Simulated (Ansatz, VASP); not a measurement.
Two plane-wave programs on Na2Sb

INCAR

```
SYSTEM = Na2Sb
  ALGO = Normal
  EDIFF = 1E-7
  EDIFFG = -0.04
  ENCUT = 970
  GGA = PE
  GGA_COMPAT = .False.
  IBRION = 2
  ISIF = 3
  ISMEAR = 0
  LASPH = .True.
  LCHARG = .False.
  LREAL = .False.
  LWAVE = .False.
  NELM = 120
  NELMIN = 4
  NSW = 90
  PREC = Accurate
  SIGMA = 0.1
```

Contents of KPOINTS:

```
k-points
0
Gamma
  4 4 4
  0 0 0
```

Contents of POSCAR:

```
Na2Sb
1.0
    0.0000000000      3.4106935700      3.4106935700
    3.4106935700      0.0000000000      3.4106935700
    3.4106935700      3.4106935700      0.0000000000
Na Sb
2 1
Direct
    0.2500000000      0.2500000000      0.2500000000
    0.7500000000      0.7500000000      0.7500000000
    0.5000000000      0.5000000000      0.5000000000
```

Input for Ansatz:

```yaml
crystal:
  lattice:
    - [0.0, 3.41069357, 3.41069357]
    - [3.41069357, 0.0, 3.41069357]
    - [3.41069357, 3.41069357, 0.0]
  atoms:
    - { symbol: Na, position: [0.25, 0.25, 0.25] }
    - { symbol: Na, position: [0.75, 0.75, 0.75] }
    - { symbol: Sb, position: [0.5, 0.5, 0.5] }
basis:
  ecutwfc: 420
kpoints:
  mp_grid: { grid: [4, 4, 4] }
hamiltonian:
  xc: pbe
scf:
  occupations: { method: gaussian, width: 0.1 }
  lower_state_search: "off"
output:
  forces: true
  stress: true
  eigenvalues: true
relax:
  adjacent_minimum: "off"
  f_tol: 0.04
  max_steps: 70
  cell: { stress_tol: 0.4 }
```

Alike in both runs: task relaxation of cell and atoms; functional PBE; k mesh 4 × 4 × 4; occupations gaussian, width 0.1 eV; no spin polarisation.

|  | VASP | Ansatz |
| --- | --- | --- |
| version | VASP 6.6.1 | Ansatz 0.2.0 |
| potentials or method | VASP PAW PBE potentials, release 64 (Na_sv, Sb_d_GW), cutoff 970 eV | scalar-relativistic, plane waves, PAW |
| valence electrons in the cell | 33 | 33 |

```tsv
	VASP	Ansatz	Ansatz less VASP
gap on the k mesh at the Fermi level, each at its own relaxed structure (eV)	none	none	-
relaxed volume (Å³/atom)	33.60	33.51	-0.093
relaxed length of the cell vector where the two differ most in proportion (Å)	5.224	5.219	-0.0048
```

A gap of «none» marks a metal or a gap that the smearing closes.

The k mesh is coarse, so the values compare programs but aren't converged. Spin-orbit coupling is off throughout. Noted on VASP's run: the volume moved by over 15 % at a fixed basis, so the end points are rough.
